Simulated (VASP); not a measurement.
The system is Er2O.

```
Er O
1.0
     3.37654    0.00000    0.00000
    -1.68827    2.92417    0.00000
     0.00000    0.00000    5.50364
Er O
2 1
Direct
  0.33333 0.66667 0.23300
  0.66667 0.33333 0.76700
  0.00000 0.00000 0.00000
```

The cell was built from a structure type or drawn by symmetry, and may not be a known phase.

```yaml
Program: VASP 6.6.1
Task: relaxation of cell and atoms
Functional: PBE
Potentials_or_basis: VASP PAW PBE potentials, release 64 (Er_3, O), 4f in core
Cutoff: 600 eV
k_mesh: 6 × 6 × 4
Occupations: gaussian, width 0.1 eV
Spin: no spin polarisation
```

At the start: pressure 10.2 GPa; volume 18.11 Å³/atom.

Task: How do energy, volume and symmetry change on relaxing?

Result: Over 6 steps the energy falls by 55.2 meV/atom and the volume is 19.74 Å³/atom (+9.0 %); space group P-3m1 (No. 164, to 0.1 Å) before and after.

The path:
```csv
step,energy change (eV),largest force (eV/Å),pressure (GPa),volume (Å³)
1,0.0000,0.6913,10.16,54.34
2,-0.0752,0.2526,-5.86,63.89
3,-0.1645,0.0842,-0.16,59.55
4,-0.1645,0.0945,0.00,59.44
5,-0.1651,0.0603,0.05,59.36
6,-0.1655,0.0002,0.14,59.22
```

Final structure:
```cif
data_structure
_symmetry_space_group_name_H-M 'P 1'
_symmetry_Int_Tables_number 1
_cell_length_a 3.4744
_cell_length_b 3.4744
_cell_length_c 5.6649
_cell_angle_alpha 90.000
_cell_angle_beta 90.000
_cell_angle_gamma 120.000
_cell_volume 59.22
loop_
_atom_site_label
_atom_site_type_symbol
_atom_site_fract_x
_atom_site_fract_y
_atom_site_fract_z
_atom_site_occupancy
Er1 Er 0.33333 0.66667 0.23838 1
Er2 Er 0.66667 0.33333 0.76162 1
O1 O 0.00000 0.00000 0.00000 1
```

Caveat: the run has no spin polarisation, though such a crystal can be magnetic.
